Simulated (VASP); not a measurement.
The system is CdF2.

```
Cd F
1.0
     0.00000    2.69400    2.69400
     2.69400    0.00000    2.69400
     2.69400    2.69400    0.00000
Cd F
1 2
Direct
  0.00000 0.00000 0.00000
  0.75000 0.75000 0.75000
  0.25000 0.25000 0.25000
```

```yaml
Program: VASP 6.6.1
Task: relaxation of cell and atoms
Functional: PBE
Dispersion: D3(BJ)
Potentials_or_basis: VASP PAW PBE potentials, release 64 (Cd, F)
Cutoff: 600 eV
k_mesh: 9 × 9 × 9
Occupations: fermi-dirac, width 0.05 eV
Spin: no spin polarisation
```

At the start: pressure 3.9 GPa; volume 13.03 Å³/atom.

Problem. How do energy, volume and symmetry change on relaxing?

Solution. Over 3 steps the energy falls by 5.7 meV/atom and the volume is 13.52 Å³/atom (+3.7 %); space group Fm-3m (No. 225, to 0.05 Å).

Step by step:
| step | energy change (eV) | largest force (eV/Å) | pressure (GPa) | volume (Å³) |
| --- | --- | --- | --- | --- |
| 1 | 0.0000 | 0.0000 | 3.95 | 39.10 |
| 2 | -0.0160 | 0.0000 | -0.94 | 40.95 |
| 3 | -0.0172 | 0.0000 | 0.01 | 40.55 |

Final structure:
```
Cd F
1.0
     0.00000    2.72678    2.72678
     2.72678    0.00000    2.72678
     2.72678    2.72678    0.00000
Cd F
1 2
Cartesian
  0.0000 0.0000 0.0000
  4.0902 4.0902 4.0902
  1.3634 1.3634 1.3634
```
